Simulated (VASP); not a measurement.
# CO (P2_13) in VASP: further runs, part 2 of 3

VASP 6.6.1. Earlier steps stand in the parts before.

### 3 Single point, PBEsol

This run uses another cell than the first one, of 23.22 Å³/atom.

INCAR

```
SYSTEM = CO
PREC     = Accurate       ! precision mode
ENCUT    = 520            ! plane-wave cutoff, eV
EDIFF    = 1E-6           ! SCF threshold, eV
ISMEAR   = 0              ! smearing method
SIGMA    = 0.1            ! smearing width, eV
LREAL    = .False.        ! projectors in reciprocal space
LASPH    = .True.         ! aspherical terms in the spheres
NELM     = 80             ! most SCF steps
ALGO     = Normal         ! electronic algorithm
ISIF     = 2              ! what is computed and relaxed
LWAVE    = .False.        ! write WAVECAR
LCHARG   = .False.        ! write CHGCAR
GGA      = PS             ! functional
NBANDS   = 30             ! bands
```

KPOINTS

```
regular mesh
0
Gamma
  4 4 4
  0 0 0
```

POSCAR

```
CO
1.0
    5.7055917112      0.0000000000      0.0000000000
    0.0000000000      5.7055917112      0.0000000000
    0.0000000000      0.0000000000      5.7055917112
C O
4 4
Direct
    0.9635712236      0.9635712236      0.9635712236
    0.5364287764      0.0364287764      0.4635712236
    0.4635712236      0.5364287764      0.0364287764
    0.0364287764      0.4635712236      0.5364287764
    0.0781861302      0.0781861302      0.0781861302
    0.4218138698      0.9218138698      0.5781861302
    0.5781861302      0.4218138698      0.9218138698
    0.9218138698      0.5781861302      0.4218138698
```

Potentials or basis: VASP PAW PBE potentials, release 64 (C, O).

Launch:

```
$ cat potpaw_PBE.64/C/POTCAR potpaw_PBE.64/O/POTCAR > POTCAR
$ mpirun -np 1 vasp_std > vasp.out
```

OUTCAR:

```text
SYSTEM = CO
   PREC = Accurate
   ENCUT = 520
   EDIFF = 1E-6
   ISMEAR = 0
   LREAL = .False.
   LASPH = .True.
   NELM = 80
   ISIF = 2
   GGA = PS

 ion  position               nearest neighbor table
   1  0.964  0.964  0.964-   5 1.13
   2  0.536  0.036  0.464-   6 1.13
   3  0.464  0.536  0.036-   7 1.13
   4  0.036  0.464  0.536-   8 1.13
   5  0.078  0.078  0.078-   1 1.13
   6  0.422  0.922  0.578-   2 1.13
   7  0.578  0.422  0.922-   3 1.13
   8  0.922  0.578  0.422-   4 1.13

  LATTYP: Found a simple cubic cell.
 ALAT       =     5.7055917112

  Lattice vectors:

 A1 = (   5.7055917112,   0.0000000000,   0.0000000000)
 A2 = (   0.0000000000,   5.7055917112,   0.0000000000)
 A3 = (   0.0000000000,   0.0000000000,   5.7055917112)

Analysis of symmetry for initial positions (statically):
=====================================================================
 Subroutine PRICEL returns:
 Original cell was already a primitive cell.

 Routine SETGRP: Setting up the symmetry group for a
 simple cubic supercell.

 Subroutine GETGRP returns: Found 12 space group operations
 (whereof  3 operations were pure point group operations)
 out of a pool of 48 trial point group operations.

The static configuration has the point symmetry C_3 .
 The point group associated with its full space group is T   .

Analysis of symmetry for dynamics (positions and initial velocities):
=====================================================================
 Subroutine PRICEL returns:
 Original cell was already a primitive cell.

 Routine SETGRP: Setting up the symmetry group for a
 simple cubic supercell.

 Subroutine GETGRP returns: Found 12 space group operations
 (whereof  3 operations were pure point group operations)
 out of a pool of 48 trial point group operations.

The dynamic configuration has the point symmetry C_3 .
 The point group associated with its full space group is T   .

 Subroutine INISYM returns: Found 12 space group operations
 (whereof  3 operations are pure point group operations),
 and found     1 'primitive' translations

----------------------------------------------------------------------------------------

                                     Primitive cell

  volume of cell :     185.7386

  direct lattice vectors                    reciprocal lattice vectors
     5.705591711  0.000000000  0.000000000     0.175266660  0.000000000  0.000000000
     0.000000000  5.705591711  0.000000000     0.000000000  0.175266660  0.000000000
     0.000000000  0.000000000  5.705591711     0.000000000  0.000000000  0.175266660

  length of vectors
     5.705591711  5.705591711  5.705591711     0.175266660  0.175266660  0.175266660

  position of ions in fractional coordinates (direct lattice)
     0.963571224  0.963571224  0.963571224
     0.536428776  0.036428776  0.463571224
     0.463571224  0.536428776  0.036428776
     0.036428776  0.463571224  0.536428776
     0.078186130  0.078186130  0.078186130
     0.421813870  0.921813870  0.578186130
     0.578186130  0.421813870  0.921813870
     0.921813870  0.578186130  0.421813870

  ion indices of the primitive-cell ions
[... 40 lines left out ...]
  0.500000  0.000000  0.000000      3.000000
  0.250000  0.250000  0.000000     12.000000
  0.500000  0.250000  0.000000      6.000000
 -0.250000  0.500000  0.000000      6.000000
  0.500000  0.500000  0.000000      3.000000
  0.250000  0.250000  0.250000      8.000000
  0.500000  0.250000  0.250000     12.000000
  0.500000  0.500000  0.250000      6.000000
  0.500000  0.500000  0.500000      1.000000
   k-points           NKPTS =     11   k-points in BZ     NKDIM =     11   number of bands    NBANDS=     30
   number of dos      NEDOS =    301   number of ions     NIONS =      8
   total plane-waves  NPLWV =  74088
   dimension x,y,z NGX =    42 NGY =   42 NGZ =   42
   dimension x,y,z NGXF=    84 NGYF=   84 NGZF=   84
   ions per type =               4   4
   NGX,Y,Z   is equivalent  to a cutoff of  12.24, 12.24, 12.24 a.u.
   NGXF,Y,Z  is equivalent  to a cutoff of  24.48, 24.48, 24.48 a.u.
 SYSTEM =  CO
   PREC   = accura    normal or accurate (medium, high low for compatibility)
   ISTART =      0    job   : 0-new  1-cont  2-samecut
   ICHARG =      2    charge: 1-file 2-atom 10-const
   ISPIN  =      1    spin polarized calculation?
   LNONCOLLINEAR =      F non collinear calculations
   LSORBIT =      F    spin-orbit coupling
   LASPH  =      T    aspherical Exc in radial PAW
   ENCUT  =  520.0 eV  38.22 Ry    6.18 a.u.  10.61 10.61 10.61*2*pi/ulx,y,z
   NELM   =     80;   NELMIN=  2; NELMDL= -5     # of ELM steps
   EDIFF  = 0.1E-05   stopping-criterion for ELM
   LREAL  =      F    real-space projection
   EDIFFG = 0.1E-04   stopping-criterion for IOM
   NSW    =      0    number of steps for IOM
   IBRION =     -1    ionic relax: 0-MD 1-quasi-New 2-CG
   NFREE  =      0    steps in history (QN), initial steepest desc. (CG)
   ISIF   =      2    stress and relaxation
   ISYM   =      2    0-nonsym 1-usesym 2-fastsym
   POTIM  = 0.5000    time-step for ionic-motion
   TEBEG  =    0.0;   TEEND  =   0.0 temperature during run
   PSTRESS=    0.0 pullay stress
   NELECT =      40.0000    total number of electrons
   NUPDOWN=      -1.0000    fix difference up-down
   EMIN   =  10.00;   EMAX   =-10.00  energy-range for DOS
   EFERMI =   0.00;   METHOD = LEGACY
   ISMEAR =     0;   SIGMA  =   0.10  broadening in eV -4-tet -1-fermi 0-gaus
   EFERMI_NEDOS =   21; number of points for ismear=-14 and -15
   IALGO  =     38    algorithm
   IMIX   =      4    mixing-type and parameters
     AMIX     =   0.40;   BMIX     =  1.00
     AMIX_MAG =   1.60;   BMIX_MAG =  1.00
  volume/ion in A,a.u.               =      23.22       156.68
  Fermi-wavevector in a.u.,A,eV,Ry     =   0.981283  1.854355 13.101264  0.962916
  Thomas-Fermi vector in A             =   2.112277
   LORBIT       =      0    0 simple, 1 ext, 2 COOP (PROOUT), +10 PAW based schemes
   GGA     = PS    functional components
   LHFCALC =     F    Hartree Fock is set to
   AEXX    =    0.0000 exact exchange contribution
   IVDW    =     0    specifies the selected vdW correction
   LEPSILON=     F    determine dielectric tensor
   LRPA    =     F    only Hartree local field effects (RPA)
 non-spin polarized calculation
 Gauss-broadening in eV      SIGMA  =   0.10
  energy-cutoff  :      520.00
  volume of cell :      185.74
 maximum number of plane-waves:      5056
   NGX = 21   NGY = 21   NGZ = 21

 number of electron      40.0000035 magnetization

 Free energy of the ion-electron system (eV)
  ---------------------------------------------------
  ext. energy  EPLUGINS =         0.00000000
  ---------------------------------------------------
  free energy    TOTEN  =       -60.72095861 eV

  energy without entropy =      -60.72095861  energy(sigma->0) =      -60.72095861

 E-fermi :  -4.7685     XC(G=0):  -6.3949

 val. band max:       -5.3119036041   @ k =   0.2500   0.0000   0.0000
 cond. band min:       0.6900112512   @ k =   0.2500   0.0000   0.0000
 fundamental gap:      6.0019148553
 Fermi energy:        -4.7684968964

 k-point     1 :       0.0000    0.0000    0.0000
  band No.  band energies     occupation
      1     -25.9568      2.00000
      2     -25.9062      2.00000
      3     -25.9062      2.00000
      4     -25.9062      2.00000
      5     -10.6741      2.00000
      6     -10.6741      2.00000
[... 352 lines left out ...]
     29       5.9089      0.00000
     30       5.9089      0.00000

------------------------ aborting loop because EDIFF is reached ----------------------------------------

  FORCE on cell =-STRESS in cart. coord.  units (eV):
  Direction    XX          YY          ZZ          XY          YZ          ZX
  --------------------------------------------------------------------------------------
  -------------------------------------------------------------------------------------
  Total        1.6306639      1.6306639      1.6306639      0.0000000      0.0000000     -0.0000000
  in kB       14.0660765     14.0660765     14.0660765      0.0000000      0.0000000     -0.0000000
  external PRESSURE =      14.0660765 kB  Pullay stress =       0.0000000 kB

 VOLUME and BASIS-vectors are now :
 -----------------------------------------------------------------------------
  energy-cutoff  :      520.00
  volume of cell :      185.74
      direct lattice vectors                 reciprocal lattice vectors
     5.705591711  0.000000000  0.000000000     0.175266660  0.000000000  0.000000000
     0.000000000  5.705591711  0.000000000     0.000000000  0.175266660  0.000000000
     0.000000000  0.000000000  5.705591711     0.000000000  0.000000000  0.175266660

 POSITION                                       TOTAL-FORCE (eV/Angst)
 -----------------------------------------------------------------------------------
      5.49774      5.49774      5.49774        -0.598914     -0.598914     -0.598914
      3.06064      0.20785      2.64495         0.598914      0.598914     -0.598914
      2.64495      3.06064      0.20785        -0.598914      0.598914      0.598914
      0.20785      2.64495      3.06064         0.598914     -0.598914      0.598914
      0.44610      0.44610      0.44610         0.597769      0.597769      0.597769
      2.40670      5.25949      3.29889        -0.597769     -0.597769      0.597769
      3.29889      2.40670      5.25949         0.597769     -0.597769     -0.597769
      5.25949      3.29889      2.40670        -0.597769      0.597769     -0.597769
 -----------------------------------------------------------------------------------
    total drift:                               -0.000000     -0.000000      0.000000

  FREE ENERGIE OF THE ION-ELECTRON SYSTEM (eV)
  ---------------------------------------------------
  free  energy   TOTEN  =       -60.7209586103 eV

  energy  without entropy=      -60.7209586103  energy(sigma->0) =      -60.72095861
```

It took 28 s on 1 thread of AMD EPYC 9R45 (Zen 5), shared host; peak memory 0.22 GiB.

What came out:

* Free energy: -60.7210 eV
* Pressure: 1.4 GPa
* Largest force: 1.037 eV/Å
* Band gap on the k mesh: 6.00 eV

Forces in eV/Å, atoms in the order of the input:
```
C   -0.599 -0.599 -0.599
C    0.599  0.599 -0.599
C   -0.599  0.599  0.599
C    0.599 -0.599  0.599
O    0.598  0.598  0.598
O   -0.598 -0.598  0.598
O    0.598 -0.598 -0.598
O   -0.598  0.598 -0.598
```

Levels at points of the mesh, in eV from the valence-band top:
| k point | band 18 | band 19 | band 20 | band 21 | band 22 | band 23 |
| --- | --- | --- | --- | --- | --- | --- |
| (0.00, 0.00, 0.00) | -0.03 | -0.03 | -0.03 | 6.21 | 6.21 | 6.21 |
| (0.50, 0.00, 0.00) | -0.54 | 0.00 | 0.00 | 6.04 | 6.04 | 6.71 |
| (0.50, 0.50, 0.00) | -0.34 | -0.20 | -0.20 | 6.23 | 6.23 | 6.51 |
| (0.50, 0.50, 0.50) | -0.28 | -0.28 | -0.28 | 6.54 | 6.54 | 6.54 |

Caveat: this functional lacks dispersion, which holds the molecules together, so the pressure and a relaxed volume are unreliable; the PAW data sets were made with another functional, which shifts forces and pressure a little.

### 4 Single point, PBEsol

This run uses another cell than the first one, of 26.37 Å³/atom.

INCAR

```
ALGO = Normal ; EDIFF = 1E-7
ENCUT = 520 ; GGA = PS
ISIF = 2 ; ISMEAR = 0
LASPH = T ; LCHARG = F
LREAL = F ; LWAVE = F
NBANDS = 30 ; NELM = 60
PREC = Accurate ; SIGMA = 0.02
```

KPOINTS

```
k-points
0
Gamma
  4 4 4
```

POSCAR

```
CO
1.0
    5.9526440760      0.0000000000      0.0000000000
    0.0000000000      5.9526440760      0.0000000000
    0.0000000000      0.0000000000      5.9526440760
C O
4 4
Direct
    0.9646486753      0.9646486753      0.9646486753
    0.5353513247      0.0353513247      0.4646486753
    0.4646486753      0.5353513247      0.0353513247
    0.0353513247      0.4646486753      0.5353513247
    0.0745117766      0.0745117766      0.0745117766
    0.4254882234      0.9254882234      0.5745117766
    0.5745117766      0.4254882234      0.9254882234
    0.9254882234      0.5745117766      0.4254882234
```

Launch:

```
$ cat potpaw_PBE.64/C/POTCAR potpaw_PBE.64/O/POTCAR > POTCAR
$ mpirun -np 1 vasp_std > vasp.out
```

Run time: 41 s. Hardware: 1 thread of AMD EPYC 9R45 (Zen 5), shared host; peak memory 0.3 GiB.

Results (log left out):

| Property | Result |
| --- | --- |
| Free energy | -60.7385 eV |
| Pressure | 1.1 GPa |
| Largest force | 1.037 eV/Å |
| Band gap on the k mesh | 6.18 eV |

Forces on the atoms (eV/Å):
```
C   -0.599 -0.599 -0.599
C    0.599  0.599 -0.599
C   -0.599  0.599  0.599
C    0.599 -0.599  0.599
O    0.599  0.599  0.599
O   -0.599 -0.599  0.599
O    0.599 -0.599 -0.599
O   -0.599  0.599 -0.599
```

Levels at points of the mesh, in eV from the valence-band top:
```tsv
k point	band 16	band 17	band 18	band 19	band 20	band 21	band 22	band 23	band 24	band 25
(0.00, 0.00, 0.00)	-2.94	-0.86	-0.03	-0.03	-0.03	6.35	6.35	6.35	6.85	6.85
(0.50, 0.00, 0.00)	-2.98	-0.43	-0.43	0.00	0.00	6.20	6.20	6.75	6.75	6.97
(0.50, 0.50, 0.00)	-2.94	-0.27	-0.27	-0.15	-0.15	6.34	6.34	6.60	6.60	7.05
(0.50, 0.50, 0.50)	-2.93	-0.22	-0.22	-0.22	-0.22	6.60	6.60	6.60	6.60	6.95
```

Caveat: this functional lacks dispersion, which holds the molecules together, so the pressure and a relaxed volume are unreliable; the PAW data sets were made with another functional, which shifts forces and pressure a little. A k mesh can miss the band edges.

### 5 Relaxation of cell and atoms, PBEsol

INCAR

```
SYSTEM = CO
ALGO     = Normal         ! electronic algorithm
EDIFF    = 1E-6           ! SCF threshold, eV
EDIFFG   = -0.05          ! ionic threshold
ENCUT    = 600            ! plane-wave cutoff, eV
GGA      = PS             ! functional
IBRION   = 2              ! ionic algorithm
ISIF     = 3              ! what is computed and relaxed
ISMEAR   = 0              ! smearing method
LASPH    = .TRUE.         ! aspherical terms in the spheres
LCHARG   = .FALSE.        ! write CHGCAR
LREAL    = .FALSE.        ! projectors in reciprocal space
LWAVE    = .FALSE.        ! write WAVECAR
NELM     = 100            ! most SCF steps
NSW      = 100            ! ionic steps
PREC     = Accurate       ! precision mode
SIGMA    = 0.1            ! smearing width, eV
```

KPOINTS

```
k-points
0
G
  4 4 4
  0 0 0
```

POSCAR

```
CO
1.0
    5.6300000000      0.0000000000      0.0000000000
    0.0000000000      5.6300000000      0.0000000000
    0.0000000000      0.0000000000      5.6300000000
C O
4 4
Direct
    0.9580000000      0.9580000000      0.9580000000
    0.5420000000      0.0420000000      0.4580000000
    0.4580000000      0.5420000000      0.0420000000
    0.0420000000      0.4580000000      0.5420000000
    0.0670000000      0.0670000000      0.0670000000
    0.4330000000      0.9330000000      0.5670000000
    0.5670000000      0.4330000000      0.9330000000
    0.9330000000      0.5670000000      0.4330000000
```

Launch:

```
$ cat potpaw_PBE.64/C/POTCAR potpaw_PBE.64/O/POTCAR > POTCAR
$ mpirun -np 1 vasp_std > vasp.out
```

It took 5.6 min on 1 thread of AMD EPYC 9R45 (Zen 5), shared host; peak memory 0.32 GiB.

Results (log left out):

```yaml
Free_energy: -60.7439 eV
Relaxed_volume: 22.37 Å³/atom
Relaxed_cell: a = 5.635 Å, b = 5.635 Å, c = 5.635 Å, α = 90.00°, β = 90.00°, γ = 90.00°
Space_group_after_relaxing_to_0.1_Å: P2_13 (No. 198)
Pressure_after_relaxing: 0.1 GPa
Largest_force_after_relaxing: 0.024 eV/Å
Band_gap_on_the_k_mesh: 5.85 eV
```

Forces in eV/Å, atoms in the order of the input:
```
C    0.014  0.014  0.014
C   -0.014 -0.014  0.014
C    0.014 -0.014 -0.014
C   -0.014  0.014 -0.014
O    0.002  0.002  0.002
O   -0.002 -0.002  0.002
O    0.002 -0.002 -0.002
O   -0.002  0.002 -0.002
```

Final structure:
```
CELL_PARAMETERS angstrom
5.63526 0.00000 0.00000
0.00000 5.63526 0.00000
0.00000 0.00000 5.63526
ATOMIC_POSITIONS crystal
C 0.95405 0.95405 0.95405
C 0.54595 0.04595 0.45405
C 0.45405 0.54595 0.04595
C 0.04595 0.45405 0.54595
O 0.07095 0.07095 0.07095
O 0.42905 0.92905 0.57095
O 0.57095 0.42905 0.92905
O 0.92905 0.57095 0.42905
```

Levels at points of the mesh, in eV from the valence-band top:
```
           k point  band 17  band 18  band 19  band 20  band 21  band 22  band 23  band 24
(0.00, 0.00, 0.00)    -1.20    -0.05    -0.05    -0.05     6.04     6.04     6.04     6.76
(0.50, 0.00, 0.00)    -0.58    -0.58     0.00     0.00     5.91     5.91     6.63     6.63
(0.50, 0.50, 0.00)    -0.38    -0.38    -0.20    -0.20     6.11     6.11     6.46     6.46
(0.50, 0.50, 0.50)    -0.31    -0.31    -0.31    -0.31     6.40     6.40     6.40     6.40
```

Caveat: this functional lacks dispersion, which holds the molecules together, so the pressure and a relaxed volume are unreliable; the PAW data sets were made with another functional, which shifts forces and pressure a little; the relaxation stopped at a loose force limit of 0.05 eV/Å, so its end isn't a converged minimum.

[end of part 2 of 3]
